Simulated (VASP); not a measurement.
# Sb (R-3m) in VASP: a series of runs

The runs below take Sb through electric field gradients, with PBE.

All numbers are computed with VASP 6.6.1; they aren't measurements. Logs are shortened: lines on timing, memory, paths and dates and some standing lists are left out, and cuts for length are marked.

## Step 1: The cell of the first run

The structure is trigonal, space group R-3m (No. 166). The conventional cell has a = 4.491 Å, b = 4.491 Å, c = 5.419 Å, α = 90.00°, β = 90.00°, γ = 120.00°. Sb (site symmetry -3m) has 6 Sb at 3.16 Å within 4.2 Å.

## Step 2: Electric field gradients, PBE (equal xy, yz and zx shear strains of -1 %)

The input, INCAR:

```
SYSTEM = Sb
PREC = Accurate
ENCUT = 520
EDIFF = 1E-8
ISMEAR = -1
SIGMA = 0.05
LREAL = .FALSE.
LASPH = .TRUE.
NELM = 80
ALGO = Normal
ISIF = 2
LWAVE = .FALSE.
LCHARG = .FALSE.
GGA = PE
LEFG = .TRUE.
NBANDS = 8
```

The input, KPOINTS:

```
regular mesh
0
G
  13 13 13
  0 0 0
```

The input, POSCAR:

```
Sb
1.0
    3.1600000000     -0.0158000000     -0.0158000000
   -0.0158000000      3.1600000000     -0.0158000000
   -0.0158000000     -0.0158000000      3.1600000000
Sb
1
Direct
    0.0000000000      0.0000000000      0.0000000000
```

Potentials or basis: VASP PAW PBE potentials, release 64 (Sb).

Launch:

```bash
> cat potpaw_PBE.64/Sb/POTCAR > POTCAR
> mpirun -np 1 vasp_std > vasp.out
```

OUTCAR:

```text
SYSTEM = Sb
   PREC = Accurate
   ENCUT = 520
   EDIFF = 1E-8
   ISMEAR = -1
   LREAL = .FALSE.
   LASPH = .TRUE.
   NELM = 80
   ISIF = 2
   GGA = PE

 ion  position               nearest neighbor table
   1  0.000  0.000  0.000-

  LATTYP: Found a trigonal (rhomboedric) cell.
 ALAT       =     3.1600789990
 COS(alpha) =    -0.0099745013

  Lattice vectors:

 A1 = (   3.1600000000,  -0.0158000000,  -0.0158000000)
 A2 = (  -0.0158000000,   3.1600000000,  -0.0158000000)
 A3 = (  -0.0158000000,  -0.0158000000,   3.1600000000)

Analysis of symmetry for initial positions (statically):
=====================================================================
 Subroutine PRICEL returns:
 Original cell was already a primitive cell.

 Routine SETGRP: Setting up the symmetry group for a
 trigonal (rhombohedral) supercell.

 Subroutine GETGRP returns: Found 12 space group operations
 (whereof 12 operations were pure point group operations)
 out of a pool of 12 trial point group operations.

The static configuration has the point symmetry D_3d.

Analysis of symmetry for dynamics (positions and initial velocities):
=====================================================================
 Subroutine PRICEL returns:
 Original cell was already a primitive cell.

 Routine SETGRP: Setting up the symmetry group for a
 trigonal (rhombohedral) supercell.

 Subroutine GETGRP returns: Found 12 space group operations
 (whereof 12 operations were pure point group operations)
 out of a pool of 12 trial point group operations.

The dynamic configuration has the point symmetry D_3d.

 Subroutine INISYM returns: Found 12 space group operations
 (whereof 12 operations are pure point group operations),
 and found     1 'primitive' translations

----------------------------------------------------------------------------------------

                                     Primitive cell

  volume of cell :      31.5521

  direct lattice vectors                    reciprocal lattice vectors
     3.160000000 -0.015800000 -0.015800000     0.316471599  0.001590310  0.001590310
    -0.015800000  3.160000000 -0.015800000     0.001590310  0.316471599  0.001590310
[... 121 lines left out ...]

 Free energy of the ion-electron system (eV)
  ---------------------------------------------------
  ext. energy  EPLUGINS =         0.00000000
  ---------------------------------------------------
  free energy    TOTEN  =        -4.09317118 eV

  energy without entropy =       -4.09028092  energy(sigma->0) =       -4.09172605

 E-fermi :   6.5013     XC(G=0):  -9.3875

 val. band max:        6.4999528515   @ k =  -0.3077   0.2308   0.1538
 cond. band min:       6.5155981539   @ k =  -0.3846   0.3077   0.3077
 fundamental gap:      0.0156453024
 Fermi energy:         6.5012557906

 k-point     1 :       0.0000    0.0000    0.0000
  band No.  band energies     occupation
      1      -5.5231      2.00000
      2       9.5251      0.00000
      3       9.5933      0.00000
      4       9.5933      0.00000
      5      13.3150      0.00000
      6      13.3150      0.00000
      7      14.3714      0.00000
      8      23.7374      0.00000
[... 243 lines left out ...]
 k-point    24 :       0.4615    0.1538   -0.0000
  band No.  band energies     occupation
      1      -3.0368      2.00000
      2       1.6544      2.00000
      3       8.7448      0.00000
      4      11.6686      0.00000
      5      13.8336      0.00000
      6      16.2297      0.00000
      7      17.8816      0.00000
      8      18.0420      0.00000

 [... further k-points ...]

------------------------ aborting loop because EDIFF is reached ----------------------------------------

  FORCE on cell =-STRESS in cart. coord.  units (eV):
  Direction    XX          YY          ZZ          XY          YZ          ZX
  --------------------------------------------------------------------------------------
  -------------------------------------------------------------------------------------
  Total       -0.5023765     -0.5023765     -0.5023765      0.0264876      0.0264876      0.0264876
  in kB      -25.5100491    -25.5100491    -25.5100491      1.3450074      1.3450074      1.3450074
  external PRESSURE =     -25.5100491 kB  Pullay stress =       0.0000000 kB

 VOLUME and BASIS-vectors are now :
 -----------------------------------------------------------------------------
  energy-cutoff  :      520.00
  volume of cell :       31.55
      direct lattice vectors                 reciprocal lattice vectors
     3.160000000 -0.015800000 -0.015800000     0.316471599  0.001590310  0.001590310
    -0.015800000  3.160000000 -0.015800000     0.001590310  0.316471599  0.001590310
    -0.015800000 -0.015800000  3.160000000     0.001590310  0.001590310  0.316471599

 POSITION                                       TOTAL-FORCE (eV/Angst)
 -----------------------------------------------------------------------------------
      0.00000      0.00000      0.00000         0.000000      0.000000     -0.000000
 -----------------------------------------------------------------------------------
    total drift:                                0.000000      0.000000      0.000000

  FREE ENERGIE OF THE ION-ELECTRON SYSTEM (eV)
  ---------------------------------------------------
  free  energy   TOTEN  =        -4.0931711819 eV

  energy  without entropy=       -4.0902809223  energy(sigma->0) =       -4.09172605

 Electric field gradients (V/A^2)
---------------------------------------------------------------------
 ion       V_xx      V_yy      V_zz      V_xy      V_xz      V_yz
---------------------------------------------------------------------
   1      -0.000    -0.000    -0.000    -3.730    -3.730    -3.730
---------------------------------------------------------------------

 Electric field gradients after diagonalization (V/A^2)
 (convention: |V_zz| > |V_xx| > |V_yy|)
----------------------------------------------------------------------
 ion       V_xx      V_yy      V_zz     asymmetry (V_yy - V_xx)/ V_zz
----------------------------------------------------------------------
   1       3.730     3.730    -7.460       0.000
----------------------------------------------------------------------

           NMR quadrupolar parameters

 Cq : quadrupolar parameter    Cq=e*Q*V_zz/h
 eta: asymmetry parameters     (V_yy - V_xx)/ V_zz
 Q  : nuclear electric quadrupole moment in mb (millibarn)
----------------------------------------------------------------------
 ion       Cq(MHz)       eta       Q (mb)
----------------------------------------------------------------------
   1      -0.018       0.000       1.000
----------------------------------------------------------------------
```

stdout:

```text
POSCAR found type information on POSCAR Sb
 POSCAR found :  1 types and       1 ions
 scaLAPACK will be used
 LDA part: xc-table for (Slater+PW92), standard interpolation
 POSCAR, INCAR and KPOINTS ok, starting setup
 FFT: planning ... GRIDC
 FFT: planning ... GRID_SOFT
 FFT: planning ... GRID
 WAVECAR not read
 entering main loop
ion   1
```

Wall time 29 s (1 thread of Intel Xeon Platinum 8488C (Sapphire Rapids), shared host); peak memory 0.18 GiB.

What came out:

```yaml
Free_energy: -4.0932 eV
Pressure: -2.6 GPa
```

Electric field gradients, principal values (V/Å²):
| atom | least | middle | greatest (by size) |
| --- | --- | --- | --- |
| 1 Sb | 3.730 | 3.730 | -7.460 |

Caveat: the cell differs from its parent crystal (equal xy, yz and zx shear strains of -1 %); without QUAD_EFG the Cq values of the log hold for a quadrupole moment of 1 mb, not for the nuclei; spin-orbit coupling is left out, which moves the levels of the heavy elements.

## Step 3: Electric field gradients, PBE (equal xy, yz and zx shear strains of +2 %)

The input, INCAR:

```
  PREC = Accurate
  ENCUT = 520
  EDIFF = 1E-8
  ISMEAR = -1
  SIGMA = 0.05
  LREAL = F
  LASPH = T
  NELM = 80
  ALGO = Normal
  ISIF = 2
  LWAVE = F
  LCHARG = F
  GGA = PE
  LEFG = T
  NBANDS = 8
```

The input, KPOINTS:

```
Automatic mesh
0
Gamma
  13 13 13
```

The input, POSCAR:

```
Sb
1.0
    3.1600000000      0.0316000000      0.0316000000
    0.0316000000      3.1600000000      0.0316000000
    0.0316000000      0.0316000000      3.1600000000
Sb
1
Direct
    0.0000000000      0.0000000000      0.0000000000
```

Potentials or basis: VASP PAW PBE potentials, release 64 (Sb).

Launch:

```bash
> cat potpaw_PBE.64/Sb/POTCAR > POTCAR
> mpirun -np 1 vasp_std > vasp.out
```

OUTCAR:

```text
PREC = Accurate
   ENCUT = 520
   EDIFF = 1E-8
   ISMEAR = -1
   LREAL = F
   LASPH = T
   NELM = 80
   ISIF = 2
   GGA = PE

 ion  position               nearest neighbor table
   1  0.000  0.000  0.000-

  LATTYP: Found a trigonal (rhomboedric) cell.
 ALAT       =     3.1603159842
 COS(alpha) =     0.0200959808

  Lattice vectors:

[... 470 lines left out ...]
 -----------------------------------------------------------------------------------
    total drift:                               -0.000000      0.000000      0.000000

  FREE ENERGIE OF THE ION-ELECTRON SYSTEM (eV)
  ---------------------------------------------------
  free  energy   TOTEN  =        -4.0918447942 eV

  energy  without entropy=       -4.0888819898  energy(sigma->0) =       -4.09036339

 Electric field gradients (V/A^2)
---------------------------------------------------------------------
 ion       V_xx      V_yy      V_zz      V_xy      V_xz      V_yz
---------------------------------------------------------------------
   1       0.000     0.000    -0.000     7.448     7.448     7.448
---------------------------------------------------------------------

 Electric field gradients after diagonalization (V/A^2)
 (convention: |V_zz| > |V_xx| > |V_yy|)
----------------------------------------------------------------------
 ion       V_xx      V_yy      V_zz     asymmetry (V_yy - V_xx)/ V_zz
----------------------------------------------------------------------
   1      -7.448    -7.448    14.896       0.000
----------------------------------------------------------------------

           NMR quadrupolar parameters

 Cq : quadrupolar parameter    Cq=e*Q*V_zz/h
 eta: asymmetry parameters     (V_yy - V_xx)/ V_zz
 Q  : nuclear electric quadrupole moment in mb (millibarn)
----------------------------------------------------------------------
 ion       Cq(MHz)       eta       Q (mb)
----------------------------------------------------------------------
   1       0.036       0.000       1.000
----------------------------------------------------------------------
```

stdout:

```text
POSCAR found type information on POSCAR Sb
 POSCAR found :  1 types and       1 ions
 scaLAPACK will be used
 LDA part: xc-table for (Slater+PW92), standard interpolation
 POSCAR, INCAR and KPOINTS ok, starting setup
 FFT: planning ... GRIDC
 FFT: planning ... GRID_SOFT
 FFT: planning ... GRID
 WAVECAR not read
 entering main loop
ion   1
```

It took 14 s on 1 thread of AMD EPYC 9R45 (Zen 5), shared host; peak memory 0.15 GiB.

Results:

```yaml
Free_energy: -4.0918 eV
Pressure: -2.5 GPa
```

Levels at points of the mesh, in eV from the Fermi level:
```tsv
k point	band 1	band 2	band 3	band 4	band 5	band 6	band 7
(0.00, 0.00, 0.00)	-12.02	3.03	3.03	3.17	6.82	6.82	7.88
```

Electric field gradients, principal values (V/Å²):
```tsv
atom	least	middle	greatest (by size)
1 Sb	-7.448	-7.448	14.896
```

Caveat: the cell differs from its parent crystal (equal xy, yz and zx shear strains of +2 %); without QUAD_EFG the Cq values of the log hold for a quadrupole moment of 1 mb, not for the nuclei; spin-orbit coupling is left out, which moves the levels of the heavy elements.
